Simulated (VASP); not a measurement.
# TiC (Fm-3m) in VASP: settings compared

Aim: see how the results for TiC move with the level of theory and the settings. Levels: PBE, PBE+D3(BJ), revPBE+D4. Tasks: single point, relaxation of cell and atoms.

Everything below comes from runs of VASP 6.6.1. Logs are shortened: lines on timing, memory, paths and dates and some standing lists are left out, and cuts for length are marked.

## Step 1: The cell of the first run

Symmetry: Fm-3m, No. 225, cubic system. The conventional cell has a = 4.331 Å, b = 4.331 Å, c = 4.331 Å, α = 90.00°, β = 90.00°, γ = 90.00°. Within 2.9 Å of Ti (site symmetry m-3m) lie 6 C at 2.17 Å. C (site symmetry m-3m) has 6 Ti at 2.17 Å within 2.9 Å.

## Step 2: Single point, PBE

INCAR

```
  PREC = Accurate
  ENCUT = 520
  EDIFF = 1E-6
  ISMEAR = -1
  SIGMA = 0.02
  LREAL = False
  LASPH = True
  NELM = 60
  ALGO = Normal
  ISIF = 2
  LWAVE = False
  LCHARG = False
  GGA = PE
  NBANDS = 15
```

KPOINTS

```
regular mesh
0
Gamma
  6 6 6
```

POSCAR

```
TiC
1.0
    0.0000000000      2.1657188437      2.1657188437
    2.1657188437      0.0000000000      2.1657188437
    2.1657188437      2.1657188437      0.0000000000
Ti C
1 1
Direct
    0.0000000000      0.0000000000      0.0000000000
    0.5000000000      0.5000000000      0.5000000000
```

Potentials or basis: VASP PAW PBE potentials, release 64 (Ti_sv, C).

Command:

```console
cat potpaw_PBE.64/Ti_sv/POTCAR potpaw_PBE.64/C/POTCAR > POTCAR
mpirun -np 1 vasp_std > vasp.out
```

OUTCAR:

```text
PREC = Accurate
   ENCUT = 520
   EDIFF = 1E-6
   ISMEAR = -1
   LREAL = False
   LASPH = True
   NELM = 60
   ISIF = 2
   GGA = PE

 ion  position               nearest neighbor table
   1  0.000  0.000  0.000-   2 2.17   2 2.17   2 2.17   2 2.17   2 2.17   2 2.17
   2  0.500  0.500  0.500-   1 2.17   1 2.17   1 2.17   1 2.17   1 2.17   1 2.17

  LATTYP: Found a face centered cubic cell.
 ALAT       =     4.3314376874

  Lattice vectors:

 A1 = (   0.0000000000,   2.1657188437,   2.1657188437)
 A2 = (   2.1657188437,   0.0000000000,   2.1657188437)
 A3 = (   2.1657188437,   2.1657188437,   0.0000000000)

Analysis of symmetry for initial positions (statically):
=====================================================================
 Subroutine PRICEL returns:
 Original cell was already a primitive cell.

 Routine SETGRP: Setting up the symmetry group for a
 face centered cubic supercell.

 Subroutine GETGRP returns: Found 48 space group operations
[... 9 lines left out ...]

 Routine SETGRP: Setting up the symmetry group for a
 face centered cubic supercell.

 Subroutine GETGRP returns: Found 48 space group operations
[... 11 lines left out ...]
                                     Primitive cell

  volume of cell :      20.3159

  direct lattice vectors                    reciprocal lattice vectors
     0.000000000  2.165718844  2.165718844    -0.230870227  0.230870227  0.230870227
     2.165718844  0.000000000  2.165718844     0.230870227 -0.230870227  0.230870227
     2.165718844  2.165718844  0.000000000     0.230870227  0.230870227 -0.230870227

  length of vectors
     3.062788961  3.062788961  3.062788961     0.399878962  0.399878962  0.399878962

  position of ions in fractional coordinates (direct lattice)
[... 8 lines left out ...]
----------------------------------------------------------------------------------------

 KPOINTS: regular mesh

Automatic generation of k-mesh.
 Grid dimensions read from file:
 generate k-points for:    6    6    6

 Generating k-lattice:

  Cartesian coordinates                     Fractional coordinates (reciprocal lattice)
    -0.038478371  0.038478371  0.038478371     0.166666667  0.000000000  0.000000000
     0.038478371 -0.038478371  0.038478371     0.000000000  0.166666667  0.000000000
     0.038478371  0.038478371 -0.038478371     0.000000000  0.000000000  0.166666667

  Length of vectors
     0.066646494  0.066646494  0.066646494

[... 48 lines left out ...]
   IBRION =     -1    ionic relax: 0-MD 1-quasi-New 2-CG
   NFREE  =      0    steps in history (QN), initial steepest desc. (CG)
   ISIF   =      2    stress and relaxation
   ISYM   =      2    0-nonsym 1-usesym 2-fastsym
   POTIM  = 0.5000    time-step for ionic-motion
   TEBEG  =    0.0;   TEEND  =   0.0 temperature during run
   PSTRESS=    0.0 pullay stress
   NELECT =      16.0000    total number of electrons
   NUPDOWN=      -1.0000    fix difference up-down
   EMIN   =  10.00;   EMAX   =-10.00  energy-range for DOS
   EFERMI =   0.00;   METHOD = LEGACY
   ISMEAR =    -1;   SIGMA  =   0.02  broadening in eV -4-tet -1-fermi 0-gaus
   EFERMI_NEDOS =   21; number of points for ismear=-14 and -15
   IALGO  =     38    algorithm
   IMIX   =      4    mixing-type and parameters
     AMIX     =   0.40;   BMIX     =  1.00
     AMIX_MAG =   1.60;   BMIX_MAG =  1.00
  volume/ion in A,a.u.               =      10.16        68.55
  Fermi-wavevector in a.u.,A,eV,Ry     =   1.511829  2.856943 31.097854  2.285628
  Thomas-Fermi vector in A             =   2.621834
   LORBIT       =      0    0 simple, 1 ext, 2 COOP (PROOUT), +10 PAW based schemes
   GGA     = PE    functional components
   LHFCALC =     F    Hartree Fock is set to
   AEXX    =    0.0000 exact exchange contribution
   IVDW    =     0    specifies the selected vdW correction
   LEPSILON=     F    determine dielectric tensor
   LRPA    =     F    only Hartree local field effects (RPA)
 non-spin polarized calculation
  energy-cutoff  :      520.00
  volume of cell :       20.32
 maximum number of plane-waves:       568
   NGX = 11   NGY = 11   NGZ = 11

 number of electron      16.0000000 magnetization

 Free energy of the ion-electron system (eV)
  ---------------------------------------------------
  ext. energy  EPLUGINS =         0.00000000
  ---------------------------------------------------
  free energy    TOTEN  =       -18.69731669 eV

  energy without entropy =      -18.69707537  energy(sigma->0) =      -18.69719603

 E-fermi :   9.3007     XC(G=0): -12.6967

 val. band max:        9.2086307777   @ k =   0.1667   0.1667   0.0000
 cond. band min:       9.3815232529   @ k =   0.5000   0.5000   0.0000
 fundamental gap:      0.1728924752
 Fermi energy:         9.3006629835

 k-point     1 :       0.0000    0.0000    0.0000
  band No.  band energies     occupation
      1     -47.1737      2.00000
      2     -23.1980      2.00000
      3     -23.1980      2.00000
      4     -23.1980      2.00000
      5      -2.9809      2.00000
      6      10.1075      0.00000
      7      10.1075      0.00000
      8      10.1075      0.00000
      9      11.0953      0.00000
     10      11.0953      0.00000
     11      11.0953      0.00000
     12      11.1275      0.00000
     13      11.1275      0.00000
     14      19.8990      0.00000
[... 257 lines left out ...]
      2     -23.5664      2.00000
      3     -23.4331      2.00000
      4     -23.3716      2.00000
      5      -0.2684      2.00000
      6       6.0663      2.00000
      7       6.6937      2.00000
      8       7.2386      2.00000
      9      11.2177      0.00000
     10      12.7554      0.00000
     11      12.9315      0.00000
     12      13.8921      0.00000
     13      14.9641      0.00000
     14      23.1173      0.00000
     15      23.4796      0.00000

------------------------ aborting loop because EDIFF is reached ----------------------------------------

  FORCE on cell =-STRESS in cart. coord.  units (eV):
  Direction    XX          YY          ZZ          XY          YZ          ZX
  --------------------------------------------------------------------------------------
  -------------------------------------------------------------------------------------
  Total        0.0556344      0.0556344      0.0556344      0.0000000     -0.0000000     -0.0000000
  in kB        4.3875077      4.3875077      4.3875077      0.0000000     -0.0000000     -0.0000000
  external PRESSURE =       4.3875077 kB  Pullay stress =       0.0000000 kB

 VOLUME and BASIS-vectors are now :
 -----------------------------------------------------------------------------
  energy-cutoff  :      520.00
  volume of cell :       20.32
      direct lattice vectors                 reciprocal lattice vectors
     0.000000000  2.165718844  2.165718844    -0.230870227  0.230870227  0.230870227
     2.165718844  0.000000000  2.165718844     0.230870227 -0.230870227  0.230870227
     2.165718844  2.165718844  0.000000000     0.230870227  0.230870227 -0.230870227

 POSITION                                       TOTAL-FORCE (eV/Angst)
 -----------------------------------------------------------------------------------
      0.00000      0.00000      0.00000         0.000000     -0.000000     -0.000000
      2.16572      2.16572      2.16572        -0.000000      0.000000      0.000000
 -----------------------------------------------------------------------------------
    total drift:                                0.000000     -0.000000     -0.000000

  FREE ENERGIE OF THE ION-ELECTRON SYSTEM (eV)
  ---------------------------------------------------
  free  energy   TOTEN  =       -18.6973166936 eV

  energy  without entropy=      -18.6970753748  energy(sigma->0) =      -18.69719603
```

It took 17 s on 1 thread of AMD EPYC 7R13, shared host; peak memory 0.11 GiB.

Results:

```yaml
Free_energy: -18.6973 eV
Pressure: 0.4 GPa
Band_gap_on_the_k_mesh: zero (band 8 reaches 10.11 eV, above the bottom of band 9 at 9.07 eV)
```

Caveat: the k points lie up to 0.42 Å⁻¹ apart.

## Step 3: Single point, PBE+D3(BJ)

This run uses another cell than the first one, of 9.88 Å³/atom, 0.972 times its volume.

INCAR

```
PREC = Accurate
ENCUT = 520
EDIFF = 1E-7
ISMEAR = -1
SIGMA = 0.05
LREAL = F
LASPH = T
NELM = 60
ALGO = Normal
ISIF = 2
LWAVE = F
LCHARG = F
GGA = PE
IVDW = 12
NBANDS = 15
```

KPOINTS

```
regular mesh
0
Gamma
  11 11 11
```

POSCAR

```
TiC
1.0
    0.0000000000      2.1454601225      2.1454601225
    2.1454601225      0.0000000000      2.1454601225
    2.1454601225      2.1454601225      0.0000000000
Ti C
1 1
Direct
    0.0000000000      0.0000000000      0.0000000000
    0.5000000000      0.5000000000      0.5000000000
```

Potentials or basis: VASP PAW PBE potentials, release 64 (Ti_sv, C).

Command:

```console
cat potpaw_PBE.64/Ti_sv/POTCAR potpaw_PBE.64/C/POTCAR > POTCAR
mpirun -np 1 vasp_std > vasp.out
```

OUTCAR:

```text
PREC = Accurate
   ENCUT = 520
   EDIFF = 1E-7
   ISMEAR = -1
   LREAL = F
   LASPH = T
   NELM = 60
   ISIF = 2
   GGA = PE
   IVDW = 12
 IVDW          = 12

 ion  position               nearest neighbor table
   1  0.000  0.000  0.000-   2 2.15   2 2.15   2 2.15   2 2.15   2 2.15   2 2.15
   2  0.500  0.500  0.500-   1 2.15   1 2.15   1 2.15   1 2.15   1 2.15   1 2.15

  LATTYP: Found a face centered cubic cell.
 ALAT       =     4.2909202450

  Lattice vectors:

 A1 = (   0.0000000000,   2.1454601225,   2.1454601225)
[... 618 lines left out ...]

 Edisp (eV)   -0.91732

 E8    (eV) :    -0.3941

  FORCE on cell =-STRESS in cart. coord.  units (eV):
  Direction    XX          YY          ZZ          XY          YZ          ZX
  --------------------------------------------------------------------------------------
  -------------------------------------------------------------------------------------
  Total       0.03424     0.03424     0.03424     0.00000     0.00000     0.00000
  in kB       2.77788     2.77788     2.77788     0.00000     0.00000     0.00000
  external pressure =        2.78 kB  Pullay stress =        0.00 kB

 VOLUME and BASIS-vectors are now :
 -----------------------------------------------------------------------------
  energy-cutoff  :      520.00
  volume of cell :       19.75
      direct lattice vectors                 reciprocal lattice vectors
     0.000000000  2.145460122  2.145460122    -0.233050242  0.233050242  0.233050242
     2.145460122  0.000000000  2.145460122     0.233050242 -0.233050242  0.233050242
     2.145460122  2.145460122  0.000000000     0.233050242  0.233050242 -0.233050242

 POSITION                                       TOTAL-FORCE (eV/Angst)
 -----------------------------------------------------------------------------------
      0.00000      0.00000      0.00000         0.000000      0.000000      0.000000
      2.14546      2.14546      2.14546        -0.000000     -0.000000     -0.000000
 -----------------------------------------------------------------------------------
    total drift:                                0.000000     -0.000000     -0.000000

  FREE ENERGIE OF THE ION-ELECTRON SYSTEM (eV)
  ---------------------------------------------------
  free  energy   TOTEN  =       -19.6126999708 eV

  energy  without entropy=      -19.6103165791  energy(sigma->0) =      -19.61150827
```

OSZICAR:

```text
N       E                     dE             d eps       ncg     rms          rms(c)
DAV:   1     0.117827743271E+03    0.11783E+03   -0.80046E+03  1688   0.128E+03
DAV:   2    -0.166228665564E+02   -0.13445E+03   -0.12620E+03  1771   0.338E+02
DAV:   3    -0.239811152084E+02   -0.73582E+01   -0.72484E+01  2173   0.777E+01
DAV:   4    -0.242235632971E+02   -0.24245E+00   -0.24230E+00  2045   0.131E+01
DAV:   5    -0.242300162135E+02   -0.64529E-02   -0.64512E-02  2239   0.181E+00    0.188E+01
DAV:   6    -0.192421825394E+02    0.49878E+01   -0.11565E+01  2349   0.565E+01    0.675E+00
DAV:   7    -0.187216660492E+02    0.52052E+00   -0.20244E+00  1958   0.201E+01    0.512E+00
DAV:   8    -0.186983774687E+02    0.23289E-01   -0.10554E-01  1870   0.368E+00    0.320E+00
DAV:   9    -0.186985171727E+02   -0.13970E-03   -0.79900E-02  2265   0.366E+00    0.775E-01
DAV:  10    -0.186968478550E+02    0.16693E-02   -0.10644E-02  2203   0.141E+00    0.590E-01
DAV:  11    -0.186954382372E+02    0.14096E-02   -0.23461E-03  1918   0.686E-01    0.140E-01
DAV:  12    -0.186953880925E+02    0.50145E-04   -0.23756E-04  2065   0.145E-01    0.348E-02
DAV:  13    -0.186953836937E+02    0.43988E-05   -0.23676E-05  1927   0.387E-02    0.676E-03
DAV:  14    -0.186953836970E+02   -0.32510E-08   -0.57235E-07  2158   0.578E-03
   1 F= -.19612700E+02 E0= -.19611508E+02  d E =-.238339E-02
```

stdout:

```text
POSCAR found type information on POSCAR TiC
 POSCAR found :  2 types and       2 ions
 scaLAPACK will be used
 LDA part: xc-table for (Slater+PW92), standard interpolation
 POSCAR, INCAR and KPOINTS ok, starting setup
 FFT: planning ... GRIDC
 FFT: planning ... GRID_SOFT
 FFT: planning ... GRID
 WAVECAR not read
 entering main loop
```

It took 48 s on 1 thread of AMD EPYC 7R13, shared host; peak memory 0.13 GiB.

Results:

```
Free energy                : -19.6127 eV
Pressure                   : 0.3 GPa
Band gap on the k mesh     : zero (band 8 reaches 10.45 eV, above the bottom of band 9 at 9.33 eV)
Dispersion energy per atom : -0.459 eV
```

Caveat: pairwise dispersion overbinds metals, which lowers pressure and volume.

[end of part 1 of 2]
